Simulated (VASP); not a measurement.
# Si2Ge (P1) in VASP: relaxation of cell and atoms with PBE

Aim: the relaxation of cell and atoms of Si2Ge with PBE.

All numbers are computed with VASP 6.6.1; they aren't measurements. Logs are shortened: lines on timing, memory, paths and dates and some standing lists are left out, and cuts for length are marked.

**1. The cell of the first run**

The typed cell holds 12 atoms: a = 3.549 Å, b = 6.188 Å, c = 9.472 Å, α = 90.45°, β = 88.87°, γ = 88.59°.

**2. Relaxation of cell and atoms, PBE**

File INCAR:

```
ALGO = Normal
EDIFF = 1E-7
EDIFFG = -0.025
ENCUT = 500
GGA = PE
GGA_COMPAT = False
IBRION = 2
ISIF = 3
ISMEAR = 0
LASPH = True
LCHARG = False
LREAL = False
LWAVE = False
NELM = 120
NELMIN = 4
NSW = 80
PREC = Accurate
SIGMA = 0.2
```

File KPOINTS:

```
k-points
0
Gamma
  6 4 2
```

File POSCAR:

```
Si2Ge
1.0
    3.5490568533      0.0439518123      0.0346169009
    0.0761267720      6.1875268344     -0.0243162072
    0.0942612427     -0.0382278774      9.4710731628
Si Ge
8 4
Direct
    0.0005165050      0.3501943097      0.7090131937
    0.4484997464      0.8421050219      0.7293134231
   -0.0262195845      0.3233452980      0.4120470181
    0.5501758418      0.8411629610      0.4301063580
    0.5056038220      0.1863882895      0.2857626527
    1.0003123960      0.6625515054      0.2573693446
    0.5083174412      0.1527849312      0.5961353026
    1.0113130384      0.6055037110      0.5788917613
    0.0053089988      0.3231400057      0.0972843630
    0.4919448504      0.8605593259      0.1042011716
    0.5050678478      0.1778638463      0.9016627741
    0.9991590967      0.6744007944      0.8982126374
```

Potentials or basis: VASP PAW PBE potentials, release 64 (Si, Ge_d).

The run is started by

```sh
$ cat potpaw_PBE.64/Si/POTCAR potpaw_PBE.64/Ge_d/POTCAR > POTCAR
$ mpirun -np 1 vasp_std > vasp.out
```

OUTCAR:

```text
EDIFF = 1E-7
   EDIFFG = -0.025
   ENCUT = 500
   GGA = PE
   IBRION = 2
   ISIF = 3
   ISMEAR = 0
   LASPH = True
   LREAL = False
   NELM = 120
   NELMIN = 4
   NSW = 80
   PREC = Accurate

 ion  position               nearest neighbor table
   1  0.001  0.350  0.709-   8 2.01   7 2.38   7 2.42  12 2.68  11 2.75  11 2.78   3 2.82
   2  0.448  0.842  0.729-   7 2.32  12 2.49   8 2.60  11 2.65  12 2.74   8 2.81   4 2.85
   3  0.974  0.323  0.412-   5 2.25   5 2.35   8 2.35   6 2.57   7 2.62   7 2.80   1 2.82   9 2.98

   4  0.550  0.841  0.430-   7 2.48   6 2.50   5 2.55   8 2.61   8 2.80   6 2.81   2 2.85
   5  0.506  0.186  0.286-   3 2.25   3 2.35   4 2.55  10 2.64   9 2.65   9 2.67   7 2.95
   6  0.000  0.663  0.257-   4 2.50   3 2.57   9 2.58  10 2.59  10 2.62   4 2.81   8 3.07
   7  0.508  0.153  0.596-   2 2.32   1 2.38   1 2.42   4 2.48   3 2.62   3 2.80  11 2.90   5 2.95

   8  0.011  0.606  0.579-   1 2.01   3 2.35   2 2.60   4 2.61   4 2.80   2 2.81   6 3.07
   9  0.005  0.323  0.097-   6 2.58   5 2.65   5 2.67  11 2.67  11 2.75  12 2.89   3 2.98
  10  0.492  0.861  0.104-   6 2.59   6 2.62   5 2.64  11 2.76  12 2.85  12 2.90
  11  0.505  0.178  0.902-   2 2.65   9 2.67   1 2.75   9 2.75  10 2.76   1 2.78   7 2.90
  12  0.999  0.674  0.898-   2 2.49   1 2.68   2 2.74  10 2.85   9 2.89  10 2.90

  LATTYP: Found a triclinic cell.
 ALAT       =     3.5494978010
 B/A-ratio  =     2.8680050332
 C/A-ratio  =     1.7433572983
 COS(alpha) =     0.0012958145
 COS(beta)  =     0.0246438968
 COS(gamma) =     0.3669597232

  Lattice vectors:

 A1 = (  -3.5490568533,  -0.0439518123,  -0.0346169009)
 A2 = (  -3.6433180960,  -0.0057239349,  -9.5056900637)
 A3 = (  -0.0761267720,  -6.1875268344,   0.0243162072)

Analysis of symmetry for initial positions (statically):
=====================================================================
 Subroutine PRICEL returns:
 Original cell was already a primitive cell.

 Routine SETGRP: Setting up the symmetry group for a
 triclinic supercell.

 Subroutine GETGRP returns: Found  1 space group operations
 (whereof  1 operations were pure point group operations)
 out of a pool of  2 trial point group operations.

The static configuration has the point symmetry C_1 .

Analysis of symmetry for dynamics (positions and initial velocities):
=====================================================================
 Subroutine PRICEL returns:
 Original cell was already a primitive cell.

 Routine SETGRP: Setting up the symmetry group for a
 triclinic supercell.

 Subroutine GETGRP returns: Found  1 space group operations
 (whereof  1 operations were pure point group operations)
 out of a pool of  2 trial point group operations.

The dynamic configuration has the point symmetry C_1 .

 Subroutine INISYM returns: Found  1 space group operations
 (whereof  1 operations are pure point group operations),
 and found     1 'primitive' translations

----------------------------------------------------------------------------------------

                                     Primitive cell

  volume of cell :     207.9283

  direct lattice vectors                    reciprocal lattice vectors
     3.549056853  0.043951812  0.034616901     0.281835574 -0.003478576 -0.002819021
     0.076126772  6.187526834 -0.024316207    -0.002008357  0.161642813  0.000672423
     0.094261243 -0.038227877  9.471073163    -0.001035269  0.000427719  0.105596686

  length of vectors
     3.549497801  6.188042897  9.471619366     0.281871137  0.161656687  0.105602627

  position of ions in fractional coordinates (direct lattice)
     0.000516505  0.350194310  0.709013194
     0.448499746  0.842105022  0.729313423
     0.973780416  0.323345298  0.412047018
     0.550175842  0.841162961  0.430106358
     0.505603822  0.186388290  0.285762653
     0.000312396  0.662551505  0.257369345
     0.508317441  0.152784931  0.596135303
     0.011313038  0.605503711  0.578891761
     0.005308999  0.323140006  0.097284363
     0.491944850  0.860559326  0.104201172
     0.505067848  0.177863846  0.901662774
     0.999159097  0.674400794  0.898212637

  ion indices of the primitive-cell ions
   primitive index   ion index
                 1           1
                 2           2
                 3           3
                 4           4
                 5           5
                 6           6
                 7           7
                 8           8
                 9           9
                10          10
                11          11
                12          12

----------------------------------------------------------------------------------------

 KPOINTS: k-points

Automatic generation of k-mesh.
 Grid dimensions read from file:
 generate k-points for:    6    4    2

 Generating k-lattice:

  Cartesian coordinates                     Fractional coordinates (reciprocal lattice)
     0.046972596 -0.000579763 -0.000469837     0.166666667  0.000000000  0.000000000
    -0.000502089  0.040410703  0.000168106    -0.000000000  0.250000000  0.000000000
    -0.000517635  0.000213859  0.052798343    -0.000000000  0.000000000  0.500000000

  Length of vectors
     0.046978523  0.040414172  0.052801313

  Shift w.r.t. Gamma in fractional coordinates (k-lattice)
     0.000000000  0.000000000  0.000000000

 Subroutine IBZKPT returns following result:
 ===========================================

 Found     28 irreducible k-points:

 Following reciprocal coordinates:
            Coordinates               Weight
  0.000000  0.000000  0.000000      1.000000
  0.166667  0.000000 -0.000000      2.000000
  0.333333  0.000000  0.000000      2.000000
  0.500000  0.000000 -0.000000      1.000000
  0.000000  0.250000 -0.000000      2.000000
  0.166667  0.250000  0.000000      2.000000
[... 16 lines left out ...]
 -0.333333  0.250000  0.500000      2.000000
 -0.166667  0.250000  0.500000      2.000000
 [... further k-points ...]
   k-points           NKPTS =     28   k-points in BZ     NKDIM =     28   number of bands    NBANDS=     52
   number of dos      NEDOS =    301   number of ions     NIONS =     12
   total plane-waves  NPLWV =  94080
   dimension x,y,z NGX =    28 NGY =   48 NGZ =   70
   dimension x,y,z NGXF=    56 NGYF=   96 NGZF=  140
   ions per type =               8   4
   NGX,Y,Z   is equivalent  to a cutoff of  13.11, 12.90, 12.29 a.u.
   NGXF,Y,Z  is equivalent  to a cutoff of  26.23, 25.79, 24.57 a.u.
 SYSTEM =  unknown system
   PREC   = accura    normal or accurate (medium, high low for compatibility)
   ISTART =      0    job   : 0-new  1-cont  2-samecut
   ICHARG =      2    charge: 1-file 2-atom 10-const
   ISPIN  =      1    spin polarized calculation?
   LNONCOLLINEAR =      F non collinear calculations
   LSORBIT =      F    spin-orbit coupling
   LASPH  =      T    aspherical Exc in radial PAW
   ENCUT  =  500.0 eV  36.75 Ry    6.06 a.u.   6.47 11.28 17.27*2*pi/ulx,y,z
   NELM   =    120;   NELMIN=  4; NELMDL= -5     # of ELM steps
   EDIFF  = 0.1E-06   stopping-criterion for ELM
   LREAL  =      F    real-space projection
   EDIFFG = -.3E-01   stopping-criterion for IOM
   NSW    =     80    number of steps for IOM
   IBRION =      2    ionic relax: 0-MD 1-quasi-New 2-CG
   NFREE  =      1    steps in history (QN), initial steepest desc. (CG)
   ISIF   =      3    stress and relaxation
   ISYM   =      2    0-nonsym 1-usesym 2-fastsym
   POTIM  = 0.5000    time-step for ionic-motion
   TEBEG  =    0.0;   TEEND  =   0.0 temperature during run
   PSTRESS=    0.0 pullay stress
   NELECT =      88.0000    total number of electrons
   NUPDOWN=      -1.0000    fix difference up-down
   EMIN   =  10.00;   EMAX   =-10.00  energy-range for DOS
   EFERMI =   0.00;   METHOD = LEGACY
   ISMEAR =     0;   SIGMA  =   0.20  broadening in eV -4-tet -1-fermi 0-gaus
   EFERMI_NEDOS =   21; number of points for ismear=-14 and -15
   IALGO  =     38    algorithm
   IMIX   =      4    mixing-type and parameters
     AMIX     =   0.40;   BMIX     =  1.00
     AMIX_MAG =   1.60;   BMIX_MAG =  1.00
  volume/ion in A,a.u.               =      17.33       116.93
  Fermi-wavevector in a.u.,A,eV,Ry     =   1.229130  2.322719 20.555149  1.510761
  Thomas-Fermi vector in A             =   2.364029
   LORBIT       =      0    0 simple, 1 ext, 2 COOP (PROOUT), +10 PAW based schemes
   GGA     = PE    functional components
   LHFCALC =     F    Hartree Fock is set to
   AEXX    =    0.0000 exact exchange contribution
   IVDW    =     0    specifies the selected vdW correction
   LEPSILON=     F    determine dielectric tensor
   LRPA    =     F    only Hartree local field effects (RPA)
 conjugate gradient relaxation of ions
 non-spin polarized calculation
 Gauss-broadening in eV      SIGMA  =   0.20
  energy-cutoff  :      500.00
  volume of cell :      207.93
 maximum number of plane-waves:      5311
 NGX is ok and might be reduce to    28
   NGX = 13   NGY = 23   NGZ = 35

--------------------------------------- Ionic step        1  -------------------------------------------

 number of electron      88.0000022 magnetization

 Free energy of the ion-electron system (eV)
  ---------------------------------------------------
  ext. energy  EPLUGINS =         0.00000000
  ---------------------------------------------------
  free energy    TOTEN  =       -55.37159803 eV

  energy without entropy =      -55.28714594  energy(sigma->0) =      -55.32937199

------------------------ aborting loop because EDIFF is reached ----------------------------------------

  FORCE on cell =-STRESS in cart. coord.  units (eV):
  Direction    XX          YY          ZZ          XY          YZ          ZX
  --------------------------------------------------------------------------------------
  -------------------------------------------------------------------------------------
  Total        2.8798373      9.5156963     11.4378123      0.3334990     -4.5420483     -0.5353578
  in kB       22.1903905     73.3225515     88.1332851      2.5697537    -34.9984444     -4.1251631
  external PRESSURE =      61.2154090 kB  Pullay stress =       0.0000000 kB
[... 119 lines left out ...]
  FREE ENERGIE OF THE ION-ELECTRON SYSTEM (eV)
  ---------------------------------------------------
  free  energy   TOTEN  =       -56.7247748954 eV

  energy  without entropy=      -56.6526606506  energy(sigma->0) =      -56.68871777

[... ionic steps 4 to 18 ...]

--------------------------------------- Ionic step       19  -------------------------------------------

 number of electron      88.0000020 magnetization

------------------------ aborting loop because EDIFF is reached ----------------------------------------

  FORCE on cell =-STRESS in cart. coord.  units (eV):
  Direction    XX          YY          ZZ          XY          YZ          ZX
  --------------------------------------------------------------------------------------
  -------------------------------------------------------------------------------------
  Total        0.0073192      0.0084879     -0.0010194     -0.0047000     -0.0418582      0.0365939
  in kB        0.0548563      0.0636151     -0.0076401     -0.0352260     -0.3137202      0.2742650
  external PRESSURE =       0.0369438 kB  Pullay stress =       0.0000000 kB
[... 77 lines left out ...]
  energy  without entropy=      -57.1011295254  energy(sigma->0) =      -57.13692551

--------------------------------------- Ionic step       21  -------------------------------------------

 number of electron      88.0000023 magnetization

 Free energy of the ion-electron system (eV)
  ---------------------------------------------------
  ext. energy  EPLUGINS =         0.00000000
  ---------------------------------------------------
  free energy    TOTEN  =       -57.17347364 eV

  energy without entropy =      -57.10262164  energy(sigma->0) =      -57.13804764

 E-fermi :   7.2562     XC(G=0): -10.6053

 val. band max:        7.2496149424   @ k =   0.5000   0.2500   0.5000
 cond. band min:       7.2619226740   @ k =   0.0000   0.0000   0.0000
 fundamental gap:      0.0123077316
 Fermi energy:         7.2561579177

 k-point     1 :       0.0000    0.0000    0.0000
  band No.  band energies     occupation
      1     -17.3256      2.00000
      2     -17.3198      2.00000
      3     -17.3178      2.00000
      4     -17.3077      2.00000
      5     -17.3002      2.00000
      6     -17.2991      2.00000
[... 1309 lines left out ...]
     51       9.7835      0.00000
     52       9.9723      0.00000

 [... further k-points ...]
[... 5 lines left out ...]
  --------------------------------------------------------------------------------------
  -------------------------------------------------------------------------------------
  Total       -0.0250142      0.0608351      0.0144613     -0.0757441      0.0177621      0.0108213
  in kB       -0.1875531      0.4561325      0.1084289     -0.5679184      0.1331778      0.0811367
  external PRESSURE =       0.1256694 kB  Pullay stress =       0.0000000 kB
[... 27 lines left out ...]
  FREE ENERGIE OF THE ION-ELECTRON SYSTEM (eV)
  ---------------------------------------------------
  free  energy   TOTEN  =       -57.1734736415 eV

  energy  without entropy=      -57.1026216355  energy(sigma->0) =      -57.13804764

 reached required accuracy - stopping structural energy minimisation
```

Run time: 75 min. Hardware: 1 thread of Oxide Virtual Turin-like, shared host; peak memory 0.4 GiB.

What came out:

```
Free energy                           : -57.1735 eV
Relaxed volume                        : 17.81 Å³/atom
Relaxed cell                          : a = 3.592 Å, b = 6.187 Å, c = 9.619 Å, α = 90.21°, β = 88.96°, γ = 90.03°
Space group after relaxing (to 0.1 Å) : C2/m (No. 12)
Energy gained by relaxing             : 150.2 meV/atom
Ionic steps                           : 21
Pressure after relaxing               : 0.0 GPa
Largest force after relaxing          : 0.022 eV/Å
Band gap on the k mesh                : zero (bands 44 and 45 overlap by 2.53 eV)
```

Forces in eV/Å, atoms in the order of the input:
```
Si   0.005  0.014  0.005
Si   0.008 -0.021 -0.003
Si  -0.002  0.006 -0.004
Si  -0.015  0.008  0.012
Si  -0.015 -0.015 -0.002
Si  -0.013  0.003  0.006
Si   0.006 -0.001 -0.008
Si   0.013  0.005  0.014
Ge  -0.005  0.010 -0.008
Ge   0.000  0.007  0.005
Ge   0.014 -0.011  0.002
Ge   0.005 -0.005 -0.016
```

Step by step:
```tsv
step	energy change (eV)	largest force (eV/Å)	pressure (GPa)	volume (Å³)
1	0.0000	6.8057	6.12	207.93
2	-1.1986	0.6676	-3.81	228.35
3	-1.3532	0.8209	-1.47	220.45
4	-1.3546	0.7811	-1.76	221.24
5	-1.5488	0.6204	-0.46	216.34
6	-1.6346	0.5461	1.77	210.09
7	-1.7169	0.3040	0.05	213.67
8	-1.7203	0.3046	-0.34	214.59
9	-1.7507	0.2132	-0.03	213.79
10	-1.7593	0.2673	0.30	213.08
11	-1.7781	0.1549	-0.12	214.02
12	-1.7825	0.1476	-0.44	214.77
13	-1.7917	0.0963	0.31	212.89
14	-1.7917	0.0973	0.35	212.81
15	-1.7971	0.0647	-0.01	213.76
16	-1.7972	0.0670	-0.06	213.91
17	-1.7991	0.0474	-0.03	213.79
18	-1.7997	0.0481	0.02	213.69
19	-1.8008	0.0393	0.00	213.77
20	-1.8011	0.0404	-0.03	213.84
21	-1.8019	0.0224	0.01	213.68
```

Final structure:
```yaml
crystal:
  lattice:
    - [3.59136, -0.00122, 0.03223]
    - [-0.00144, 6.18669, -0.01215]
    - [0.08782, -0.01566, 9.61820]
  atoms:
    - { symbol: Si, position: [0.00220, 0.32867, 0.72790] }
    - { symbol: Si, position: [0.50238, 0.82871, 0.72834] }
    - { symbol: Si, position: [0.99569, 0.33672, 0.41606] }
    - { symbol: Si, position: [0.49716, 0.83595, 0.41455] }
    - { symbol: Si, position: [0.49759, 0.17193, 0.27246] }
    - { symbol: Si, position: [0.99874, 0.67089, 0.27113] }
    - { symbol: Si, position: [0.50419, 0.16266, 0.58485] }
    - { symbol: Si, position: [0.00431, 0.66378, 0.58431] }
    - { symbol: Ge, position: [0.00001, 0.33447, 0.09909] }
    - { symbol: Ge, position: [0.50040, 0.83603, 0.09809] }
    - { symbol: Ge, position: [0.49813, 0.16571, 0.90137] }
    - { symbol: Ge, position: [0.99921, 0.66448, 0.90184] }
```

Levels at points of the mesh, in eV from the Fermi level:
```
           k point  band 40  band 41  band 42  band 43  band 44  band 45  band 46  band 47  band 48  band 49
(0.00, 0.00, 0.00)    -0.33     0.01     0.22     0.67     0.77     0.91     1.74     1.89     1.91     2.24
(0.50, 0.00, 0.00)    -3.26    -2.64    -2.63    -1.31    -1.30    -0.85    -0.84     1.39     1.39     2.01
(0.00, 0.50, 0.00)    -0.48     0.48     0.48     0.78     0.78     0.92     0.94     1.15     1.15     1.47
(0.50, 0.50, 0.00)    -2.20    -1.83    -1.72    -1.15    -1.12    -0.28    -0.27     0.28     0.30     1.82
(0.00, 0.00, 0.50)    -0.38     0.40     0.44     0.51     1.04     1.17     1.23     1.36     1.52     1.83
(0.50, 0.00, 0.50)    -3.57    -1.12    -1.11    -0.90    -0.88    -0.84    -0.83    -0.60    -0.59     2.00
(0.00, 0.50, 0.50)    -1.21    -1.07    -1.05    -0.94    -0.93     1.29     1.30     1.80     1.80     1.92
(0.50, 0.50, 0.50)    -1.64    -0.86    -0.77    -0.63    -0.58     0.49     0.50     1.09     1.15     1.22
```
